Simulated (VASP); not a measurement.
# HfN (P6_3/mmc) in VASP: further runs

Runs on HfN. Level: PBE. Tasks: relaxation of cell and atoms.

Everything below comes from runs of VASP 6.6.1. Logs are shortened: lines on timing, memory, paths and dates and some standing lists are left out, and cuts for length are marked.

### 1 The cell of the first run

Symmetry: P6_3/mmc, No. 194, hexagonal system. The conventional cell has a = 3.140 Å, b = 3.140 Å, c = 5.417 Å, α = 90.00°, β = 90.00°, γ = 120.00°. Hf (site symmetry -6m2) has 6 N at 2.26 Å within 3.0 Å. Within 3.0 Å of N (site symmetry -3m) lie 6 Hf at 2.26 Å and 2 N at 2.71 Å.

### 2 Relaxation of cell and atoms, PBE, target pressure 5 GPa, at which the enthalpy is minimised

File INCAR:

```
ALGO = Normal
EDIFF = 1E-6
EDIFFG = -0.008
ENCUT = 600
GGA = PE
IBRION = 2
ISIF = 3
ISMEAR = 0
LASPH = T
LCHARG = F
LREAL = F
LWAVE = F
NELM = 100
NSW = 70
PREC = Accurate
PSTRESS = 50.0
SIGMA = 0.1
```

File KPOINTS:

```
k-points
0
Gamma
  18 18 8
```

File POSCAR:

```
HfN
1.0
    3.1396599459      0.0000000000      0.0000000000
   -1.5698299730      2.7190252724      0.0000000000
    0.0000000000      0.0000000000      5.4169277380
Hf N
2 2
Direct
    0.6666666667      0.3333333333      0.7500000000
    0.3333333333      0.6666666667      0.2500000000
    0.0000000000      0.0000000000      0.0000000000
    0.0000000000      0.0000000000      0.5000000000
```

Potentials or basis: VASP PAW PBE potentials, release 64 (Hf_pv, N).

Started as:

```
$ cat potpaw_PBE.64/Hf_pv/POTCAR potpaw_PBE.64/N/POTCAR > POTCAR
$ mpirun -np 1 vasp_std > vasp.out
```

OUTCAR:

```text
EDIFF = 1E-6
   EDIFFG = -0.008
   ENCUT = 600
   GGA = PE
   IBRION = 2
   ISIF = 3
   ISMEAR = 0
   LASPH = T
   LREAL = F
   NELM = 100
   NSW = 70
   PREC = Accurate
   PSTRESS = 50.0

 ion  position               nearest neighbor table
   1  0.667  0.333  0.750-   3 2.26   4 2.26   3 2.26   4 2.26   3 2.26   4 2.26   2 3.26   2 3.26
                             2 3.26   2 3.26   2 3.26   2 3.26
   2  0.333  0.667  0.250-   3 2.26   4 2.26   3 2.26   4 2.26   3 2.26   4 2.26   1 3.26   1 3.26
                             1 3.26   1 3.26   1 3.26   1 3.26
   3  0.000  0.000  0.000-   1 2.26   2 2.26   1 2.26   2 2.26   1 2.26   2 2.26
   4  0.000  0.000  0.500-   1 2.26   2 2.26   1 2.26   2 2.26   1 2.26   2 2.26

  LATTYP: Found a hexagonal cell.
 ALAT       =     3.1396599459
 C/A-ratio  =     1.7253230704

  Lattice vectors:

 A1 = (   3.1396599459,   0.0000000000,   0.0000000000)
 A2 = (  -1.5698299730,   2.7190252724,   0.0000000000)
 A3 = (   0.0000000000,   0.0000000000,   5.4169277380)

Analysis of symmetry for initial positions (statically):
=====================================================================
 Subroutine PRICEL returns:
 Original cell was already a primitive cell.

 Routine SETGRP: Setting up the symmetry group for a
 hexagonal supercell.

 Subroutine GETGRP returns: Found 24 space group operations
 (whereof 12 operations were pure point group operations)
 out of a pool of 24 trial point group operations.

The static configuration has the point symmetry D_3d.
 The point group associated with its full space group is D_6h.

Analysis of symmetry for dynamics (positions and initial velocities):
=====================================================================
 Subroutine PRICEL returns:
 Original cell was already a primitive cell.

 Routine SETGRP: Setting up the symmetry group for a
 hexagonal supercell.

 Subroutine GETGRP returns: Found 24 space group operations
 (whereof 12 operations were pure point group operations)
 out of a pool of 24 trial point group operations.

The dynamic configuration has the point symmetry D_3d.
 The point group associated with its full space group is D_6h.

 Subroutine INISYM returns: Found 24 space group operations
 (whereof 12 operations are pure point group operations),
 and found     1 'primitive' translations

----------------------------------------------------------------------------------------

                                     Primitive cell

  volume of cell :      46.2433
[... 101 lines left out ...]
   POTIM  = 0.5000    time-step for ionic-motion
   TEBEG  =    0.0;   TEEND  =   0.0 temperature during run
   PSTRESS=   50.0 pullay stress
   NELECT =      30.0000    total number of electrons
   NUPDOWN=      -1.0000    fix difference up-down
   EMIN   =  10.00;   EMAX   =-10.00  energy-range for DOS
   EFERMI =   0.00;   METHOD = LEGACY
   ISMEAR =     0;   SIGMA  =   0.10  broadening in eV -4-tet -1-fermi 0-gaus
   EFERMI_NEDOS =   21; number of points for ismear=-14 and -15
   IALGO  =     38    algorithm
   IMIX   =      4    mixing-type and parameters
     AMIX     =   0.40;   BMIX     =  1.00
     AMIX_MAG =   1.60;   BMIX_MAG =  1.00
  volume/ion in A,a.u.               =      11.56        78.02
  Fermi-wavevector in a.u.,A,eV,Ry     =   1.417204  2.678127 27.326844  2.008466
  Thomas-Fermi vector in A             =   2.538458
   LORBIT       =      0    0 simple, 1 ext, 2 COOP (PROOUT), +10 PAW based schemes
   GGA     = PE    functional components
   LHFCALC =     F    Hartree Fock is set to
   AEXX    =    0.0000 exact exchange contribution
   IVDW    =     0    specifies the selected vdW correction
   LEPSILON=     F    determine dielectric tensor
   LRPA    =     F    only Hartree local field effects (RPA)
 conjugate gradient relaxation of ions
 non-spin polarized calculation
 Gauss-broadening in eV      SIGMA  =   0.10
  energy-cutoff  :      600.00
  volume of cell :       46.24
 maximum number of plane-waves:      1581
 NGX is ok and might be reduce to    28
   NGX = 13   NGY = 13   NGZ = 21

--------------------------------------- Ionic step        1  -------------------------------------------

 number of electron      29.9999998 magnetization

 Free energy of the ion-electron system (eV)
  ---------------------------------------------------
  ext. energy  EPLUGINS =         0.00000000
  ---------------------------------------------------
  free energy    TOTEN  =       -43.41134770 eV

  energy without entropy =      -43.40860592  energy(sigma->0) =      -43.40997681

------------------------ aborting loop because EDIFF is reached ----------------------------------------

  FORCE on cell =-STRESS in cart. coord.  units (eV):
  Direction    XX          YY          ZZ          XY          YZ          ZX
  --------------------------------------------------------------------------------------
  -------------------------------------------------------------------------------------
  Total        0.7622254      0.7622254      0.7961103     -0.0000000      0.0000000      0.0000000
  in kB       26.4085826     26.4085826     27.5825833     -0.0000000      0.0000000      0.0000000
  external PRESSURE =     -23.2000838 kB  Pullay stress =      50.0000000 kB
[... 67 lines left out ...]
--------------------------------------- Ionic step        3  -------------------------------------------

 number of electron      29.9999998 magnetization

 Free energy of the ion-electron system (eV)
  ---------------------------------------------------
  ext. energy  EPLUGINS =         0.00000000
  ---------------------------------------------------
  free energy    TOTEN  =       -43.40228619 eV

  energy without entropy =      -43.39956408  energy(sigma->0) =      -43.40092513

 E-fermi :   7.9688     XC(G=0): -12.7681

 val. band max:        7.9631683074   @ k =   0.0000   0.0000   0.1250
 cond. band min:       7.9693613338   @ k =   0.3889   0.1667   0.5000
 fundamental gap:      0.0061930264
 Fermi energy:         7.9688416749

 k-point     1 :       0.0000    0.0000    0.0000
  band No.  band energies     occupation
      1     -23.7395      2.00000
      2     -22.8631      2.00000
      3     -22.7607      2.00000
      4     -22.7607      2.00000
      5     -22.6986      2.00000
      6     -22.6986      2.00000
[... 505 lines left out ...]
      6     -22.8817      2.00000
[... 11 lines left out ...]
     18      11.7244      0.00000
     19      13.0494      0.00000

 [... further k-points ...]

------------------------ aborting loop because EDIFF is reached ----------------------------------------

  FORCE on cell =-STRESS in cart. coord.  units (eV):
  Direction    XX          YY          ZZ          XY          YZ          ZX
  --------------------------------------------------------------------------------------
  -------------------------------------------------------------------------------------
  Total        1.4238515      1.4238515      1.4453517     -0.0000000      0.0000000      0.0000000
  in kB       49.7407391     49.7407391     50.4918286     -0.0000000      0.0000000      0.0000000
  external PRESSURE =      -0.0088977 kB  Pullay stress =      50.0000000 kB
[... 23 lines left out ...]
  energy  without entropy=      -43.3995640816  energy(sigma->0) =      -43.40092513

  enthalpy is  TOTEN    =       -41.9710132640 eV   P V=        1.4312729212

 reached required accuracy - stopping structural energy minimisation
```

OSZICAR:

```text
N       E                     dE             d eps       ncg     rms          rms(c)
DAV:   1     0.131961003135E+03    0.13196E+03   -0.18669E+04  7030   0.177E+03
DAV:   2    -0.428268876904E+02   -0.17479E+03   -0.16905E+03  9334   0.382E+02
DAV:   3    -0.494647802481E+02   -0.66379E+01   -0.65188E+01  8736   0.615E+01
[... 24 lines left out ...]
DAV:   3    -0.434029578260E+02    0.56816E-02   -0.84826E-03  7595   0.758E-01    0.539E-01
DAV:   4    -0.434023502581E+02    0.60757E-03   -0.17595E-03  8727   0.324E-01    0.467E-01
DAV:   5    -0.434023623110E+02   -0.12053E-04   -0.64942E-04  8309   0.138E-01    0.808E-02
DAV:   6    -0.434023083541E+02    0.53957E-04   -0.86302E-05  7983   0.550E-02    0.116E-01
DAV:   7    -0.434022858278E+02    0.22526E-04   -0.15199E-04  8253   0.693E-02    0.165E-02
DAV:   8    -0.434022861852E+02   -0.35740E-06   -0.42326E-06  8199   0.168E-02
   3 F= -.41971013E+02 E0= -.41969652E+02  d E =-.280509E-02
```

It took 11 min on 1 thread of Intel Xeon 8259CL, shared host; peak memory 0.33 GiB.

Results:

```
Free energy                                                : -43.4023 eV
Relaxed volume                                             : 11.47 Å³/atom
Relaxed cell                                               : a = 3.131 Å, b = 3.131 Å, c = 5.403 Å, α = 90.00°, β = 90.00°, γ = 120.00°
Space group after relaxing (to 0.1 Å)                      : P6_3/mmc (No. 194)
Energy change on relaxing (the run minimises the enthalpy) : +2.3 meV/atom
Ionic steps                                                : 3
Pressure after relaxing                                    : 5.0 GPa
Band gap on the k mesh                                     : zero (bands 15 and 16 overlap by 2.33 eV)
```

Stress tensor (GPa, compression positive):
```
4.97 0.00 0.00
0.00 4.97 0.00
0.00 0.00 5.05
```

The path:
```tsv
step	energy change (eV)	largest force (eV/Å)	pressure (GPa)	volume (Å³)
1	0.0000	0.0000	2.68	46.24
2	0.0426	0.0000	9.76	45.13
3	0.0091	0.0000	5.00	45.86
```

Final structure:
```xyz
4
Lattice="3.1309 0.0000 0.0000 -1.5654 2.7114 0.0000 0.0000 0.0000 5.4025" Properties=species:S:1:pos:R:3 pbc="T T T"
Hf    1.5654    0.9038    4.0519
Hf    0.0000    1.8076    1.3506
N    -1.5654    2.7114    0.0000
N    -1.5654    2.7114    2.7013
```

Levels at points of the mesh, in eV from the Fermi level:
```tsv
k point	band 13	band 14	band 15	band 16	band 17	band 18
(0.00, 0.00, 0.00)	-3.61	-1.72	-0.57	0.75	0.75	1.07
(0.50, 0.00, 0.00)	-3.27	-2.79	-2.42	2.48	2.77	4.46
(0.00, 0.00, 0.50)	-4.40	-4.40	1.89	1.89	2.95	2.95
(0.50, 0.00, 0.50)	-4.49	-4.49	-0.26	-0.26	4.75	4.75
```

Caveat: the cell is relaxed towards a set pressure, so the run minimises the enthalpy, not the energy; spin-orbit coupling is left out, which moves the levels of the heavy elements.

### 3 Relaxation of cell and atoms, PBE, target pressure -2 GPa, at which the enthalpy is minimised

This run uses another cell than the first one, of 12.01 Å³/atom.

File INCAR:

```
PREC = Accurate ; ENCUT = 600
EDIFF = 1E-7 ; ISMEAR = 0
SIGMA = 0.1 ; LREAL = F
LASPH = T ; NELM = 100
ALGO = Normal ; ISIF = 3
LWAVE = F ; LCHARG = F
GGA = PE ; IBRION = 2
NSW = 70 ; EDIFFG = -0.008
PSTRESS = -20.0
```

File KPOINTS:

```
regular mesh
0
Gamma
  18 18 8
```

File POSCAR:

```
HfN
1.0
    3.1796886533      0.0000000000      0.0000000000
   -1.5898443267      2.7536911499      0.0000000000
    0.0000000000      0.0000000000      5.4858784151
Hf N
2 2
Direct
    0.6666666667      0.3333333333      0.7500000000
    0.3333333333      0.6666666667      0.2500000000
    0.0000000000      0.0000000000      0.0000000000
    0.0000000000      0.0000000000      0.5000000000
```

Potentials or basis: VASP PAW PBE potentials, release 64 (Hf_pv, N).

Started as:

```
$ cat potpaw_PBE.64/Hf_pv/POTCAR potpaw_PBE.64/N/POTCAR > POTCAR
$ mpirun -np 1 vasp_std > vasp.out
```

Run time: 16 min. Hardware: 1 thread of Intel Xeon 8259CL, shared host; peak memory 0.34 GiB.

It converged, with:

```
Free energy                                                : -43.4153 eV
Relaxed volume                                             : 11.77 Å³/atom
Relaxed cell                                               : a = 3.158 Å, b = 3.158 Å, c = 5.449 Å, α = 90.00°, β = 90.00°, γ = 120.00°
Space group after relaxing (to 0.1 Å)                      : P6_3/mmc (No. 194)
Energy change on relaxing (the run minimises the enthalpy) : -7.0 meV/atom
Ionic steps                                                : 3
Pressure after relaxing                                    : -2.0 GPa
Band gap on the k mesh                                     : zero (bands 15 and 16 overlap by 2.26 eV)
```

The path:
```
step  energy change (eV)  largest force (eV/Å)  pressure (GPa)  volume (Å³)
   1              0.0000                0.0000           -7.06        48.03
   2             -0.0011                0.0000            7.65        45.45
   3             -0.0279                0.0000           -2.04        47.06
```

Final structure:
```
CELL_PARAMETERS angstrom
3.15802 0.00000 0.00000
-1.57901 2.73493 0.00000
0.00000 0.00000 5.44918
ATOMIC_POSITIONS crystal
Hf 0.66667 0.33333 0.75000
Hf 0.33333 0.66667 0.25000
N 0.00000 0.00000 0.00000
N 0.00000 0.00000 0.50000
```

Levels at points of the mesh, in eV from the Fermi level:
| k point | band 12 | band 13 | band 14 | band 15 | band 16 | band 17 | band 18 | band 19 |
| --- | --- | --- | --- | --- | --- | --- | --- | --- |
| (0.00, 0.00, 0.00) | -3.53 | -3.53 | -1.71 | -0.54 | 0.74 | 0.74 | 0.91 | 1.83 |
| (0.50, 0.00, 0.00) | -5.37 | -3.25 | -2.73 | -2.40 | 2.39 | 2.67 | 4.32 | 4.56 |
| (0.00, 0.00, 0.50) | -4.31 | -4.31 | -4.31 | 1.82 | 1.82 | 2.86 | 2.86 | 2.86 |
| (0.50, 0.00, 0.50) | -5.35 | -4.41 | -4.41 | -0.28 | -0.28 | 4.59 | 4.59 | 4.68 |

Caveat: the cell is relaxed towards a set pressure, so the run minimises the enthalpy, not the energy; spin-orbit coupling is left out, which moves the levels of the heavy elements.

The gap in the log of VASP goes by the Fermi energy; the results here count the filled bands.